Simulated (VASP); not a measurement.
# La (P6_3/mmc) in VASP: further runs

La is run at these levels: PBE; tasks: single point.

Program: VASP 6.6.1. These are calculated values, not measurements. Logs are shortened: lines on timing, memory, paths and dates and some standing lists are left out, and cuts for length are marked.

### 1 The cell of the first run

Symmetry: P6_3/mmc, No. 194, hexagonal system. The conventional cell has a = 3.075 Å, b = 3.075 Å, c = 5.306 Å, α = 90.00°, β = 90.00°, γ = 120.00°. La (site symmetry -6m2) has 12 La at 3.07 to 3.19 Å within 4.0 Å.

### 2 Single point, PBE

INCAR

```
PREC     = Accurate       # precision mode
ENCUT    = 500            # plane-wave cutoff, eV
EDIFF    = 1E-6           # SCF threshold, eV
ISMEAR   = 0              # smearing method
SIGMA    = 0.05           # smearing width, eV
LREAL    = False          # projectors in reciprocal space
LASPH    = True           # aspherical terms in the spheres
NELM     = 200            # most SCF steps
ALGO     = Normal         # electronic algorithm
ISIF     = 2              # what is computed and relaxed
LWAVE    = False          # write WAVECAR
LCHARG   = False          # write CHGCAR
GGA      = PE             # functional
NBANDS   = 18             # bands
GGA_COMPAT= False        
LMAXMIX  = 6              # l up to which the mixer works
```

KPOINTS

```
regular mesh
0
Gamma
  7 7 4
```

POSCAR

```
La
1.0
    3.0746887687      0.0000000000      0.0000000000
   -1.5373443843      2.6627585824      0.0000000000
    0.0000000000      0.0000000000      5.3056814838
La
2
Direct
    0.3333333333      0.6666666667      0.2500000000
    0.6666666667      0.3333333333      0.7500000000
```

Potentials or basis: VASP PAW PBE potentials, release 64 (La).

Command:

```
$ cat potpaw_PBE.64/La/POTCAR > POTCAR
$ mpirun -np 1 vasp_std > vasp.out
```

OUTCAR:

```text
PREC = Accurate
   ENCUT = 500
   EDIFF = 1E-6
   ISMEAR = 0
   LREAL = False
   LASPH = True
   NELM = 200
   ISIF = 2
   GGA = PE

 ion  position               nearest neighbor table
   1  0.333  0.667  0.250-   2 3.19   2 3.19   2 3.19   2 3.19   2 3.19   2 3.19
   2  0.667  0.333  0.750-   1 3.19   1 3.19   1 3.19   1 3.19   1 3.19   1 3.19

  LATTYP: Found a hexagonal cell.
 ALAT       =     3.0746887687
 C/A-ratio  =     1.7255995266

  Lattice vectors:

 A1 = (   3.0746887687,   0.0000000000,   0.0000000000)
 A2 = (  -1.5373443843,   2.6627585824,   0.0000000000)
 A3 = (   0.0000000000,   0.0000000000,   5.3056814838)

Analysis of symmetry for initial positions (statically):
=====================================================================
 Subroutine PRICEL returns:
 Original cell was already a primitive cell.

 Routine SETGRP: Setting up the symmetry group for a
 hexagonal supercell.

 Subroutine GETGRP returns: Found 24 space group operations
 (whereof 12 operations were pure point group operations)
 out of a pool of 24 trial point group operations.

The static configuration has the point symmetry D_3d.
 The point group associated with its full space group is D_6h.

Analysis of symmetry for dynamics (positions and initial velocities):
=====================================================================
 Subroutine PRICEL returns:
 Original cell was already a primitive cell.

 Routine SETGRP: Setting up the symmetry group for a
 hexagonal supercell.

 Subroutine GETGRP returns: Found 24 space group operations
 (whereof 12 operations were pure point group operations)
 out of a pool of 24 trial point group operations.

The dynamic configuration has the point symmetry D_3d.
 The point group associated with its full space group is D_6h.

 Subroutine INISYM returns: Found 24 space group operations
 (whereof 12 operations are pure point group operations),
 and found     1 'primitive' translations

----------------------------------------------------------------------------------------

                                     Primitive cell

  volume of cell :      43.4384

  direct lattice vectors                    reciprocal lattice vectors
     3.074688769  0.000000000  0.000000000     0.325236170  0.187775190  0.000000000
    -1.537344384  2.662758582  0.000000000     0.000000000  0.375550381  0.000000000
     0.000000000  0.000000000  5.305681484     0.000000000  0.000000000  0.188477202

  length of vectors
[... 80 lines left out ...]
   NELM   =    200;   NELMIN=  2; NELMDL= -5     # of ELM steps
   EDIFF  = 0.1E-05   stopping-criterion for ELM
   LREAL  =      F    real-space projection
   EDIFFG = 0.1E-04   stopping-criterion for IOM
   NSW    =      0    number of steps for IOM
   IBRION =     -1    ionic relax: 0-MD 1-quasi-New 2-CG
   NFREE  =      0    steps in history (QN), initial steepest desc. (CG)
   ISIF   =      2    stress and relaxation
   ISYM   =      2    0-nonsym 1-usesym 2-fastsym
   POTIM  = 0.5000    time-step for ionic-motion
   TEBEG  =    0.0;   TEEND  =   0.0 temperature during run
   PSTRESS=    0.0 pullay stress
   NELECT =      22.0000    total number of electrons
   NUPDOWN=      -1.0000    fix difference up-down
   EMIN   =  10.00;   EMAX   =-10.00  energy-range for DOS
   EFERMI =   0.00;   METHOD = LEGACY
   ISMEAR =     0;   SIGMA  =   0.05  broadening in eV -4-tet -1-fermi 0-gaus
   EFERMI_NEDOS =   21; number of points for ismear=-14 and -15
   IALGO  =     38    algorithm
   IMIX   =      4    mixing-type and parameters
     AMIX     =   0.40;   BMIX     =  1.00
     AMIX_MAG =   1.60;   BMIX_MAG =  1.00
  volume/ion in A,a.u.               =      21.72       146.57
  Fermi-wavevector in a.u.,A,eV,Ry     =   1.304941  2.465982 23.168981  1.702872
  Thomas-Fermi vector in A             =   2.435844
   LORBIT       =      0    0 simple, 1 ext, 2 COOP (PROOUT), +10 PAW based schemes
   GGA     = PE    functional components
   LHFCALC =     F    Hartree Fock is set to
   AEXX    =    0.0000 exact exchange contribution
   IVDW    =     0    specifies the selected vdW correction
   LEPSILON=     F    determine dielectric tensor
   LRPA    =     F    only Hartree local field effects (RPA)
 non-spin polarized calculation
 Gauss-broadening in eV      SIGMA  =   0.05
  energy-cutoff  :      500.00
  volume of cell :       43.44
 maximum number of plane-waves:      1135
 NGX is ok and might be reduce to    24
   NGX = 11   NGY = 11   NGZ = 19

 number of electron      22.0000001 magnetization

 Free energy of the ion-electron system (eV)
  ---------------------------------------------------
  ext. energy  EPLUGINS =         0.00000000
  ---------------------------------------------------
  free energy    TOTEN  =        -7.74254868 eV

  energy without entropy =       -7.74050520  energy(sigma->0) =       -7.74152694

 E-fermi :  14.3798     XC(G=0): -11.9791

 val. band max:       14.3432759846   @ k =   0.2857   0.1429   0.0000
 cond. band min:      14.4375575165   @ k =   0.4286   0.1429   0.2500
 fundamental gap:      0.0942815318
 Fermi energy:        14.3798457768

 k-point     1 :       0.0000    0.0000    0.0000
  band No.  band energies     occupation
      1     -18.7782      2.00000
      2     -17.7079      2.00000
      3      -4.4525      2.00000
      4       0.3675      2.00000
      5       0.3675      2.00000
      6       0.4532      2.00000
[... 481 lines left out ...]
      5      -2.4786      2.00000
      6      -2.4786      2.00000
[... 10 lines left out ...]
     17      17.4057      0.00000
     18      17.4075      0.00000

------------------------ aborting loop because EDIFF is reached ----------------------------------------

  FORCE on cell =-STRESS in cart. coord.  units (eV):
  Direction    XX          YY          ZZ          XY          YZ          ZX
  --------------------------------------------------------------------------------------
  -------------------------------------------------------------------------------------
  Total        8.1130250      8.1130250      8.1782519      0.0000000     -0.0000000      0.0000000
  in kB      299.2397397    299.2397397    301.6455609      0.0000000     -0.0000000      0.0000000
  external PRESSURE =     300.0416801 kB  Pullay stress =       0.0000000 kB

 VOLUME and BASIS-vectors are now :
 -----------------------------------------------------------------------------
  energy-cutoff  :      500.00
  volume of cell :       43.44
      direct lattice vectors                 reciprocal lattice vectors
     3.074688769  0.000000000  0.000000000     0.325236170  0.187775190  0.000000000
    -1.537344384  2.662758582  0.000000000     0.000000000  0.375550381  0.000000000
     0.000000000  0.000000000  5.305681484     0.000000000  0.000000000  0.188477202

 POSITION                                       TOTAL-FORCE (eV/Angst)
 -----------------------------------------------------------------------------------
     -0.00000      1.77517      1.32642        -0.000000     -0.000000      0.000000
      1.53734      0.88759      3.97926         0.000000      0.000000      0.000000
 -----------------------------------------------------------------------------------
    total drift:                               -0.000000      0.000000     -0.000000

  FREE ENERGIE OF THE ION-ELECTRON SYSTEM (eV)
  ---------------------------------------------------
  free  energy   TOTEN  =        -7.7425486789 eV

  energy  without entropy=       -7.7405051957  energy(sigma->0) =       -7.74152694
```

OSZICAR:

```text
N       E                     dE             d eps       ncg     rms          rms(c)
DAV:   1     0.228631385969E+03    0.22863E+03   -0.77684E+03   888   0.185E+03
DAV:   2     0.239569700408E+02   -0.20467E+03   -0.20083E+03  1224   0.336E+02
DAV:   3    -0.520226257488E+01   -0.29159E+02   -0.27900E+02  1460   0.146E+02
DAV:   4    -0.783081636407E+01   -0.26286E+01   -0.25906E+01  1696   0.327E+01
DAV:   5    -0.802288816634E+01   -0.19207E+00   -0.19027E+00  1456   0.884E+00    0.856E+00
DAV:   6    -0.783056657057E+01    0.19232E+00   -0.37692E-01  1728   0.518E+00    0.461E+00
DAV:   7    -0.774036291509E+01    0.90204E-01   -0.12233E-01  1552   0.281E+00    0.682E-01
DAV:   8    -0.774121797912E+01   -0.85506E-03   -0.14963E-02  1656   0.127E+00    0.174E-01
DAV:   9    -0.774248494755E+01   -0.12670E-02   -0.38120E-03  1608   0.602E-01    0.594E-02
DAV:  10    -0.774253714017E+01   -0.52193E-04   -0.30366E-04  1560   0.150E-01    0.431E-02
DAV:  11    -0.774254950322E+01   -0.12363E-04   -0.10509E-04  1568   0.105E-01    0.757E-03
DAV:  12    -0.774254867891E+01    0.82431E-06   -0.57888E-06  1528   0.260E-02
   1 F= -.77425487E+01 E0= -.77415269E+01  d E =-.204348E-02
```

stdout:

```text
POSCAR found type information on POSCAR La
 POSCAR found :  1 types and       2 ions
 scaLAPACK will be used
 LDA part: xc-table for (Slater+PW92), standard interpolation
 POSCAR, INCAR and KPOINTS ok, starting setup
 FFT: planning ... GRIDC
 FFT: planning ... GRID_SOFT
 FFT: planning ... GRID
 WAVECAR not read
 entering main loop
```

Run time: 42 s. Hardware: 1 thread of Intel Xeon 8259CL, shared host; peak memory 0.18 GiB.

Results:

- Free energy: -7.7425 eV
- Pressure: 30.0 GPa
- Band gap on the k mesh: zero (band 11 reaches 15.58 eV, above the bottom of band 12 at 12.83 eV)

Caveat: spin-orbit coupling is left out, which moves the levels of the heavy elements.

### 3 Single point, PBE

This run uses another cell than the first one, of 24.12 Å³/atom, 1.111 times its volume.

INCAR

```
PREC     = Accurate       # precision mode
ENCUT    = 500            # plane-wave cutoff, eV
EDIFF    = 1E-6           # SCF threshold, eV
ISMEAR   = 0              # smearing method
SIGMA    = 0.05           # smearing width, eV
LREAL    = F              # projectors in reciprocal space
LASPH    = T              # aspherical terms in the spheres
NELM     = 200            # most SCF steps
ALGO     = Normal         # electronic algorithm
ISIF     = 2              # what is computed and relaxed
LWAVE    = F              # write WAVECAR
LCHARG   = F              # write CHGCAR
GGA      = PE             # functional
NBANDS   = 18             # bands
GGA_COMPAT= F            
LMAXMIX  = 6              # l up to which the mixer works
```

KPOINTS

```
Automatic mesh
0
Gamma
  7 7 4
```

POSCAR

```
La
1.0
    3.1771850331      0.0000000000      0.0000000000
   -1.5885925165      2.7515229512      0.0000000000
    0.0000000000      0.0000000000      5.5187636045
La
2
Direct
    0.3333333333      0.6666666667      0.2500000000
    0.6666666667      0.3333333333      0.7500000000
```

Potentials or basis: VASP PAW PBE potentials, release 64 (La).

Command:

```
$ cat potpaw_PBE.64/La/POTCAR > POTCAR
$ mpirun -np 1 vasp_std > vasp.out
```

Run time: 45 s. Hardware: 1 thread of Intel Xeon 8259CL, shared host; peak memory 0.17 GiB.

The run converged. Its results:

| Property | Result |
| --- | --- |
| Free energy | -8.4831 eV |
| Pressure | 20.0 GPa |
| Band gap on the k mesh | zero (band 11 reaches 14.02 eV, above the bottom of band 12 at 11.56 eV) |

Stress tensor (GPa, compression positive):
```
19.98  0.00  0.00
 0.00 19.98  0.00
 0.00  0.00 20.15
```

Levels at points of the mesh, in eV from the Fermi level:
```csv
k point,band 8,band 9,band 10,band 11,band 12,band 13,band 14,band 15
"(0.00, 0.00, 0.00)",-13.97,-1.88,-1.77,0.67,1.78,1.78,1.88,1.92
"(0.00, 0.00, 0.50)",-14.17,-1.01,-1.01,1.22,1.22,1.92,1.92,1.92
```

Caveat: spin-orbit coupling is left out, which moves the levels of the heavy elements.

### 4 Single point, PBE

This run uses another cell than the first one, of 27.79 Å³/atom, 1.280 times its volume.

INCAR

```
SYSTEM = La
PREC = Accurate
ENCUT = 500
EDIFF = 1E-6
ISMEAR = 0
SIGMA = 0.05
LREAL = .FALSE.
LASPH = .TRUE.
NELM = 200
ALGO = Normal
ISIF = 2
LWAVE = .FALSE.
LCHARG = .FALSE.
GGA = PE
NBANDS = 18
GGA_COMPAT = .FALSE.
LMAXMIX = 6
```

KPOINTS

```
Automatic mesh
0
G
  7 7 4
  0 0 0
```

POSCAR

```
La
1.0
    3.3394147925      0.0000000000      0.0000000000
   -1.6697073962      2.8920180440      0.0000000000
    0.0000000000      0.0000000000      5.7559726262
La
2
Direct
    0.3333333333      0.6666666667      0.2500000000
    0.6666666667      0.3333333333      0.7500000000
```

Potentials or basis: VASP PAW PBE potentials, release 64 (La).

Command:

```
$ cat potpaw_PBE.64/La/POTCAR > POTCAR
$ mpirun -np 1 vasp_std > vasp.out
```

OUTCAR:

```text
SYSTEM = La
   PREC = Accurate
   ENCUT = 500
   EDIFF = 1E-6
   ISMEAR = 0
   LREAL = .FALSE.
   LASPH = .TRUE.
   NELM = 200
   ISIF = 2
   GGA = PE

 ion  position               nearest neighbor table
   1  0.333  0.667  0.250-   2 3.46   2 3.46   2 3.46   2 3.46   2 3.46   2 3.46
   2  0.667  0.333  0.750-   1 3.46   1 3.46   1 3.46   1 3.46   1 3.46   1 3.46

  LATTYP: Found a hexagonal cell.
 ALAT       =     3.3394147925
 C/A-ratio  =     1.7236471010

  Lattice vectors:

 A1 = (   3.3394147925,   0.0000000000,   0.0000000000)
 A2 = (  -1.6697073962,   2.8920180440,   0.0000000000)
 A3 = (   0.0000000000,   0.0000000000,   5.7559726262)

Analysis of symmetry for initial positions (statically):
=====================================================================
 Subroutine PRICEL returns:
 Original cell was already a primitive cell.

 Routine SETGRP: Setting up the symmetry group for a
 hexagonal supercell.

 Subroutine GETGRP returns: Found 24 space group operations
 (whereof 12 operations were pure point group operations)
 out of a pool of 24 trial point group operations.

The static configuration has the point symmetry D_3d.
[... 161 lines left out ...]

 E-fermi :  10.9751     XC(G=0): -10.8038

 val. band max:       10.9612238554   @ k =   0.2857   0.2857   0.2500
 cond. band min:      11.0036802973   @ k =   0.4286   0.1429   0.2500
 fundamental gap:      0.0424564419
 Fermi energy:        10.9750696452

 k-point     1 :       0.0000    0.0000    0.0000
  band No.  band energies     occupation
      1     -21.6971      2.00000
      2     -21.2208      2.00000
      3      -6.6841      2.00000
      4      -3.9855      2.00000
      5      -3.9855      2.00000
      6      -3.9383      2.00000
[... 481 lines left out ...]
      5      -5.5211      2.00000
      6      -5.5211      2.00000
[... 10 lines left out ...]
     17      13.4751      0.00000
     18      13.4760      0.00000

------------------------ aborting loop because EDIFF is reached ----------------------------------------

  FORCE on cell =-STRESS in cart. coord.  units (eV):
  Direction    XX          YY          ZZ          XY          YZ          ZX
  --------------------------------------------------------------------------------------
  -------------------------------------------------------------------------------------
  Total        3.4724766      3.4724766      3.5111111      0.0000000      0.0000000      0.0000000
  in kB      100.0828872    100.0828872    101.1964015      0.0000000      0.0000000      0.0000000
  external PRESSURE =     100.4540586 kB  Pullay stress =       0.0000000 kB

 VOLUME and BASIS-vectors are now :
 -----------------------------------------------------------------------------
  energy-cutoff  :      500.00
  volume of cell :       55.59
      direct lattice vectors                 reciprocal lattice vectors
     3.339414792  0.000000000  0.000000000     0.299453665  0.172889654  0.000000000
    -1.669707396  2.892018044  0.000000000     0.000000000  0.345779309  0.000000000
     0.000000000  0.000000000  5.755972626     0.000000000  0.000000000  0.173732584

 POSITION                                       TOTAL-FORCE (eV/Angst)
 -----------------------------------------------------------------------------------
     -0.00000      1.92801      1.43899         0.000000      0.000000      0.000000
      1.66971      0.96401      4.31698        -0.000000     -0.000000      0.000000
 -----------------------------------------------------------------------------------
    total drift:                               -0.000000      0.000000     -0.000000

  FREE ENERGIE OF THE ION-ELECTRON SYSTEM (eV)
  ---------------------------------------------------
  free  energy   TOTEN  =        -9.1464053662 eV

  energy  without entropy=       -9.1417882030  energy(sigma->0) =       -9.14409678
```

It took 54 s on 1 thread of Intel Xeon 8259CL, shared host; peak memory 0.18 GiB.

Results:

```
Free energy            : -9.1464 eV
Pressure               : 10.0 GPa
Band gap on the k mesh : zero (band 11 reaches 11.91 eV, above the bottom of band 12 at 10.06 eV)
```

Caveat: spin-orbit coupling is left out, which moves the levels of the heavy elements.

### 5 Single point, PBE

This run uses another cell than the first one, of 37.65 Å³/atom, 1.733 times its volume.

INCAR

```
SYSTEM = La
  ALGO = Normal
  EDIFF = 1E-6
  ENCUT = 500
  GGA = PE
  GGA_COMPAT = .FALSE.
  ISIF = 2
  ISMEAR = 0
  LASPH = .TRUE.
  LCHARG = .TRUE.
  LELF = .TRUE.
  LMAXMIX = 6
  LREAL = .FALSE.
  LVHAR = .TRUE.
  LWAVE = .FALSE.
  NBANDS = 18
  NELM = 200
  PREC = Accurate
  SIGMA = 0.05
```

KPOINTS

```
k-points
0
G
  7 7 4
  0 0 0
```

POSCAR

```
La
1.0
    3.7159922384      0.0000000000      0.0000000000
   -1.8579961192      3.2181436788      0.0000000000
    0.0000000000      0.0000000000      6.2960160059
La
2
Direct
    0.3333333333      0.6666666667      0.2500000000
    0.6666666667      0.3333333333      0.7500000000
```

Command:

```
$ cat potpaw_PBE.64/La/POTCAR > POTCAR
$ mpirun -np 1 vasp_std > vasp.out
```

Wall time 72 s (1 thread of Intel Xeon 8259CL, shared host); peak memory 0.2 GiB.

Results (log left out):

- Free energy: -9.6823 eV
- Pressure: 0.0 GPa
- Band gap on the k mesh: zero (band 11 reaches 8.67 eV, above the bottom of band 12 at 7.32 eV)

Levels at points of the mesh, in eV from the Fermi level:
| k point | band 8 | band 9 | band 10 | band 11 | band 12 | band 13 | band 14 | band 15 |
| --- | --- | --- | --- | --- | --- | --- | --- | --- |
| (0.00, 0.00, 0.00) | -15.84 | -3.14 | -1.66 | 0.97 | 1.45 | 1.45 | 1.56 | 1.58 |
| (0.00, 0.00, 0.50) | -15.91 | -1.90 | -1.90 | 0.54 | 0.54 | 1.49 | 1.49 | 1.53 |

Caveat: spin-orbit coupling is left out, which moves the levels of the heavy elements.

### 6 The runs side by side

```tsv
cell	gap on the mesh (eV)	pressure (GPa)
a = 3.075, b = 3.075, c = 5.306 Å, angles 90.0, 90.0, 120.0°, 2 atoms	none	30.0
a = 3.177, b = 3.177, c = 5.519 Å, angles 90.0, 90.0, 120.0°, 2 atoms	none	20.0
a = 3.339, b = 3.339, c = 5.756 Å, angles 90.0, 90.0, 120.0°, 2 atoms	none	10.0
a = 3.716, b = 3.716, c = 6.296 Å, angles 90.0, 90.0, 120.0°, 2 atoms	none	0.0
```

Alike in all rows: task single point; level PBE; potentials or basis VASP PAW PBE potentials, release 64 (La); no spin polarisation; k mesh 7 × 7 × 4; cutoff (eV) 500; smearing gaussian 0.05 eV.

Caveats: spin-orbit coupling is left out, which moves the levels of the heavy elements.

Total energies depend on the potentials used, so only differences within one code and one set of settings carry meaning.
